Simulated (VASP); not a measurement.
# PbF2 (I4mm) in VASP: single point with PBE+D3(BJ)

Aim: the single point of PbF2 with PBE+D3(BJ).

Everything below comes from runs of VASP 6.6.1. Logs are shortened: lines on timing, memory, paths and dates and some standing lists are left out, and cuts for length are marked.

### 1 The cell of the first run

It takes space group I4mm (No. 107, tetragonal). The conventional cell has a = 4.200 Å, b = 4.200 Å, c = 5.940 Å, α = 90.00°, β = 90.00°, γ = 90.00°. Within 3.3 Å of Pb (site symmetry 4mm) lie 8 F at 2.46 to 2.69 Å. Within 3.3 Å of F (site symmetry 2mm) lie 4 Pb at 2.46 to 2.69 Å and 6 F at 2.97 Å.

### 2 Single point, PBE+D3(BJ) (atom 1 (Pb) moved by (-0.200, +0.000) A along x and y)

File INCAR:

```
SYSTEM = PbF2
ALGO = Normal
EDIFF = 1E-6
ENCUT = 520
GGA = PE
ISIF = 2
ISMEAR = 0
IVDW = 12
LASPH = .True.
LCHARG = .False.
LREAL = .False.
LWAVE = .False.
NBANDS = 21
NELM = 100
PREC = Accurate
SIGMA = 0.05
```

File KPOINTS:

```
k-points
0
Gamma
  8 8 8
  0 0 0
```

File POSCAR:

```
PbF2
1.0
    0.0000000000      2.9698500000      2.9698500000
    2.9698500000      0.0000000000      2.9698500000
    2.9698500000      2.9698500000      0.0000000000
Pb F
1 2
Direct
    0.0336717343     -0.0336717343     -0.0336717343
    0.2500000000      0.2500000000      0.2500000000
    0.7500000000      0.7500000000      0.7500000000
```

Potentials or basis: VASP PAW PBE potentials, release 64 (Pb_d, F).

The run is started by

```
$ cat potpaw_PBE.64/Pb_d/POTCAR potpaw_PBE.64/F/POTCAR > POTCAR
$ mpirun -np 1 vasp_std > vasp.out
```

OUTCAR:

```text
SYSTEM = PbF2
   EDIFF = 1E-6
   ENCUT = 520
   GGA = PE
   ISIF = 2
   ISMEAR = 0
   IVDW = 12
   LASPH = .True.
   LREAL = .False.
   NELM = 100
   PREC = Accurate
 IVDW          = 12

 ion  position               nearest neighbor table
   1  0.034  0.966  0.966-   3 2.46   3 2.46   2 2.46   2 2.46   3 2.69   3 2.69   2 2.69   2 2.69

   2  0.250  0.250  0.250-   1 2.46   1 2.46   1 2.69   1 2.69
   3  0.750  0.750  0.750-   1 2.46   1 2.46   1 2.69   1 2.69

  LATTYP: Found a face centered cubic cell.
 ALAT       =     5.9397000000

  Lattice vectors:

 A1 = (   0.0000000000,   2.9698500000,   2.9698500000)
 A2 = (   2.9698500000,   0.0000000000,   2.9698500000)
 A3 = (   2.9698500000,   2.9698500000,   0.0000000000)

Analysis of symmetry for initial positions (statically):
=====================================================================
 Subroutine PRICEL returns:
 Original cell was already a primitive cell.

 Routine SETGRP: Setting up the symmetry group for a
 face centered cubic supercell.

 Subroutine GETGRP returns: Found  8 space group operations
 (whereof  8 operations were pure point group operations)
 out of a pool of 48 trial point group operations.

The static configuration has the point symmetry C_4v.

Analysis of symmetry for dynamics (positions and initial velocities):
=====================================================================
 Subroutine PRICEL returns:
 Original cell was already a primitive cell.

 Routine SETGRP: Setting up the symmetry group for a
 face centered cubic supercell.

 Subroutine GETGRP returns: Found  8 space group operations
 (whereof  8 operations were pure point group operations)
 out of a pool of 48 trial point group operations.

The dynamic configuration has the point symmetry C_4v.

 Subroutine INISYM returns: Found  8 space group operations
 (whereof  8 operations are pure point group operations),
 and found     1 'primitive' translations

----------------------------------------------------------------------------------------

                                     Primitive cell

  volume of cell :      52.3882

  direct lattice vectors                    reciprocal lattice vectors
     0.000000000  2.969850000  2.969850000    -0.168358671  0.168358671  0.168358671
     2.969850000  0.000000000  2.969850000     0.168358671 -0.168358671  0.168358671
     2.969850000  2.969850000  0.000000000     0.168358671  0.168358671 -0.168358671

  length of vectors
     4.200002148  4.200002148  4.200002148     0.291605773  0.291605773  0.291605773

  position of ions in fractional coordinates (direct lattice)
     0.033671734  0.966328266  0.966328266
     0.250000000  0.250000000  0.250000000
     0.750000000  0.750000000  0.750000000

  ion indices of the primitive-cell ions
   primitive index   ion index
                 1           1
                 2           2
                 3           3

----------------------------------------------------------------------------------------

 KPOINTS: k-points

Automatic generation of k-mesh.
 Grid dimensions read from file:
 generate k-points for:    8    8    8

 Generating k-lattice:

  Cartesian coordinates                     Fractional coordinates (reciprocal lattice)
    -0.021044834  0.021044834  0.021044834     0.125000000  0.000000000  0.000000000
     0.021044834 -0.021044834  0.021044834     0.000000000  0.125000000  0.000000000
     0.021044834  0.021044834 -0.021044834     0.000000000  0.000000000  0.125000000

  Length of vectors
     0.036450722  0.036450722  0.036450722

  Shift w.r.t. Gamma in fractional coordinates (k-lattice)
     0.000000000  0.000000000  0.000000000

 Subroutine IBZKPT returns following result:
 ===========================================

 Found     59 irreducible k-points:

 Following reciprocal coordinates:
            Coordinates               Weight
  0.000000  0.000000  0.000000      1.000000
  0.125000  0.000000  0.000000      8.000000
  0.250000  0.000000  0.000000      8.000000
  0.375000  0.000000  0.000000      8.000000
  0.500000  0.000000  0.000000      4.000000
  0.125000  0.125000  0.000000      4.000000
[... 16 lines left out ...]
  0.000000  0.375000  0.250000      8.000000
  0.500000  0.250000  0.000000     16.000000
 [... further k-points ...]
   k-points           NKPTS =     59   k-points in BZ     NKDIM =     59   number of bands    NBANDS=     21
   number of dos      NEDOS =    301   number of ions     NIONS =      3
   total plane-waves  NPLWV =  32768
   dimension x,y,z NGX =    32 NGY =   32 NGZ =   32
   dimension x,y,z NGXF=    64 NGYF=   64 NGZF=   64
   ions per type =               1   2
   NGX,Y,Z   is equivalent  to a cutoff of  12.67, 12.67, 12.67 a.u.
   NGXF,Y,Z  is equivalent  to a cutoff of  25.33, 25.33, 25.33 a.u.
 SYSTEM =  PbF2
   PREC   = accura    normal or accurate (medium, high low for compatibility)
   ISTART =      0    job   : 0-new  1-cont  2-samecut
   ICHARG =      2    charge: 1-file 2-atom 10-const
   ISPIN  =      1    spin polarized calculation?
   LNONCOLLINEAR =      F non collinear calculations
   LSORBIT =      F    spin-orbit coupling
   LASPH  =      T    aspherical Exc in radial PAW
   ENCUT  =  520.0 eV  38.22 Ry    6.18 a.u.   7.81  7.81  7.81*2*pi/ulx,y,z
   NELM   =    100;   NELMIN=  2; NELMDL= -5     # of ELM steps
   EDIFF  = 0.1E-05   stopping-criterion for ELM
   LREAL  =      F    real-space projection
   EDIFFG = 0.1E-04   stopping-criterion for IOM
   NSW    =      0    number of steps for IOM
   IBRION =     -1    ionic relax: 0-MD 1-quasi-New 2-CG
   NFREE  =      0    steps in history (QN), initial steepest desc. (CG)
   ISIF   =      2    stress and relaxation
   ISYM   =      2    0-nonsym 1-usesym 2-fastsym
   POTIM  = 0.5000    time-step for ionic-motion
   TEBEG  =    0.0;   TEEND  =   0.0 temperature during run
   PSTRESS=    0.0 pullay stress
   NELECT =      28.0000    total number of electrons
   NUPDOWN=      -1.0000    fix difference up-down
   EMIN   =  10.00;   EMAX   =-10.00  energy-range for DOS
   EFERMI =   0.00;   METHOD = LEGACY
   ISMEAR =     0;   SIGMA  =   0.05  broadening in eV -4-tet -1-fermi 0-gaus
   EFERMI_NEDOS =   21; number of points for ismear=-14 and -15
   IALGO  =     38    algorithm
   IMIX   =      4    mixing-type and parameters
     AMIX     =   0.40;   BMIX     =  1.00
     AMIX_MAG =   1.60;   BMIX_MAG =  1.00
  volume/ion in A,a.u.               =      17.46       117.84
  Fermi-wavevector in a.u.,A,eV,Ry     =   1.328566  2.510625 24.015460  1.765086
  Thomas-Fermi vector in A             =   2.457794
   LORBIT       =      0    0 simple, 1 ext, 2 COOP (PROOUT), +10 PAW based schemes
   GGA     = PE    functional components
   LHFCALC =     F    Hartree Fock is set to
   AEXX    =    0.0000 exact exchange contribution
   IVDW    =    12    specifies the selected vdW correction
   LEPSILON=     F    determine dielectric tensor
   LRPA    =     F    only Hartree local field effects (RPA)
 non-spin polarized calculation
 Gauss-broadening in eV      SIGMA  =   0.05
  energy-cutoff  :      520.00
  volume of cell :       52.39
 maximum number of plane-waves:      1424
   NGX = 15   NGY = 15   NGZ = 15

 number of electron      28.0000010 magnetization

 Free energy of the ion-electron system (eV)
  ---------------------------------------------------
  ext. energy  EPLUGINS =         0.00000000
  ---------------------------------------------------
  free energy    TOTEN  =       -14.30542521 eV

  energy without entropy =      -14.30542521  energy(sigma->0) =      -14.30542521

 E-fermi :   2.0948     XC(G=0):  -9.3689

 val. band max:        1.8479726698   @ k =   0.5000   0.2500  -0.2500
 cond. band min:       6.2216075807   @ k =   0.0000   0.5000   0.5000
 fundamental gap:      4.3736349109
 Fermi energy:         2.0947949893

 k-point     1 :       0.0000    0.0000    0.0000
  band No.  band energies     occupation
      1     -19.2896      2.00000
      2     -18.6913      2.00000
      3     -12.6029      2.00000
      4     -12.6029      2.00000
      5     -12.5562      2.00000
      6     -12.5475      2.00000
[... 13 lines left out ...]
     20      16.9527      0.00000
     21      18.9393      0.00000

 k-point     2 :       0.1250    0.0000    0.0000
  band No.  band energies     occupation
      1     -19.2601      2.00000
      2     -18.7173      2.00000
      3     -12.5968      2.00000
      4     -12.5949      2.00000
      5     -12.5474      2.00000
      6     -12.5288      2.00000
[... 13 lines left out ...]
     20      16.5178      0.00000
     21      18.5615      0.00000

 k-point     3 :       0.2500    0.0000    0.0000
  band No.  band energies     occupation
      1     -19.1829      2.00000
      2     -18.7836      2.00000
      3     -12.5856      2.00000
      4     -12.5780      2.00000
      5     -12.5411      2.00000
      6     -12.5255      2.00000
[... 13 lines left out ...]
     20      15.9868      0.00000
     21      17.4397      0.00000

 k-point     4 :       0.3750    0.0000    0.0000
  band No.  band energies     occupation
      1     -19.0840      2.00000
      2     -18.8707      2.00000
      3     -12.5807      2.00000
      4     -12.5717      2.00000
      5     -12.5218      2.00000
      6     -12.5157      2.00000
[... 13 lines left out ...]
     20      15.6974      0.00000
     21      16.4254      0.00000

 k-point     5 :       0.5000    0.0000    0.0000
  band No.  band energies     occupation
      1     -19.0077      2.00000
      2     -18.9405      2.00000
      3     -12.5804      2.00000
      4     -12.5712      2.00000
      5     -12.5110      2.00000
      6     -12.5098      2.00000
[... 13 lines left out ...]
     20      15.5968      0.00000
     21      16.0283      0.00000
[... 382 lines left out ...]
     20      17.4362      0.00000
     21      17.5214      0.00000

 k-point    22 :       0.3750    0.2500    0.0000
  band No.  band energies     occupation
      1     -19.0913      2.00000
      2     -18.8543      2.00000
      3     -12.5600      2.00000
      4     -12.5479      2.00000
      5     -12.5298      2.00000
      6     -12.5151      2.00000
[... 13 lines left out ...]
     20      17.3151      0.00000
     21      18.5107      0.00000

 k-point    23 :       0.0000    0.3750    0.2500
  band No.  band energies     occupation
      1     -19.0946      2.00000
      2     -18.8581      2.00000
      3     -12.5671      2.00000
      4     -12.5500      2.00000
      5     -12.5348      2.00000
      6     -12.5110      2.00000
[... 13 lines left out ...]
     20      17.3189      0.00000
     21      18.4364      0.00000

 k-point    24 :       0.5000    0.2500    0.0000
  band No.  band energies     occupation
      1     -19.0202      2.00000
      2     -18.9161      2.00000
      3     -12.5610      2.00000
      4     -12.5449      2.00000
      5     -12.5176      2.00000
      6     -12.4841      2.00000
[... 13 lines left out ...]
     20      17.3179      0.00000
     21      18.3831      0.00000

 [... further k-points ...]

------------------------ aborting loop because EDIFF is reached ----------------------------------------

 Edisp (eV)   -0.45776

 E8    (eV) :    -0.1972

  FORCE on cell =-STRESS in cart. coord.  units (eV):
  Direction    XX          YY          ZZ          XY          YZ          ZX
  --------------------------------------------------------------------------------------
  -------------------------------------------------------------------------------------
  Total       0.54119     0.47998     0.47998    -0.00000     0.00000     0.00000
  in kB      16.55108    14.67923    14.67923    -0.00000     0.00000     0.00000
  external pressure =       15.30 kB  Pullay stress =        0.00 kB

 VOLUME and BASIS-vectors are now :
 -----------------------------------------------------------------------------
  energy-cutoff  :      520.00
  volume of cell :       52.39
      direct lattice vectors                 reciprocal lattice vectors
     0.000000000  2.969850000  2.969850000    -0.168358671  0.168358671  0.168358671
     2.969850000  0.000000000  2.969850000     0.168358671 -0.168358671  0.168358671
     2.969850000  2.969850000  0.000000000     0.168358671  0.168358671 -0.168358671

 POSITION                                       TOTAL-FORCE (eV/Angst)
 -----------------------------------------------------------------------------------
      5.73970      2.96985      2.96985         0.362598      0.000000      0.000000
      1.48493      1.48493      1.48493        -0.181299      0.000000      0.000000
      4.45477      4.45477      4.45477        -0.181299      0.000000      0.000000
 -----------------------------------------------------------------------------------
    total drift:                               -0.000763     -0.000000     -0.000000

  FREE ENERGIE OF THE ION-ELECTRON SYSTEM (eV)
  ---------------------------------------------------
  free  energy   TOTEN  =       -14.7631810544 eV

  energy  without entropy=      -14.7631810544  energy(sigma->0) =      -14.76318105
```

Wall time 59 s (1 thread of Intel Xeon Platinum 8375C at 2.90GHz (Ice Lake), shared host); peak memory 0.21 GiB.

Results:

```yaml
Free_energy: -14.7632 eV
Pressure: 1.5 GPa
Largest_force: 0.363 eV/Å
Band_gap_on_the_k_mesh: 4.37 eV (least direct gap 4.60 eV)
Dispersion_energy_per_atom: -0.153 eV
```

Forces on the atoms (eV/Å):
```
Pb   0.363  0.000  0.000
F   -0.181  0.000  0.000
F   -0.181  0.000  0.000
```

Levels at points of the mesh, in eV from the valence-band top:
```
           k point  band 11  band 12  band 13  band 14  band 15  band 16  band 17  band 18
(0.00, 0.00, 0.00)    -2.48    -1.97    -1.97    -1.94     6.67     6.89     6.89    10.54
(0.50, 0.00, 0.00)    -2.69    -2.16    -2.14    -0.06     5.00     7.63     7.73    13.11
(0.50, 0.50, 0.00)    -1.73    -1.61    -1.48    -0.14     4.46     7.67     7.90     9.09
(0.00, 0.50, 0.50)    -1.61    -1.61    -1.56    -0.25     4.37     7.94     7.94     8.96
```

Caveat: the cell differs from its parent crystal (atom 1 (Pb) moved by (-0.200, +0.000) A along x and y); spin-orbit coupling is left out, which moves the levels of the heavy elements.
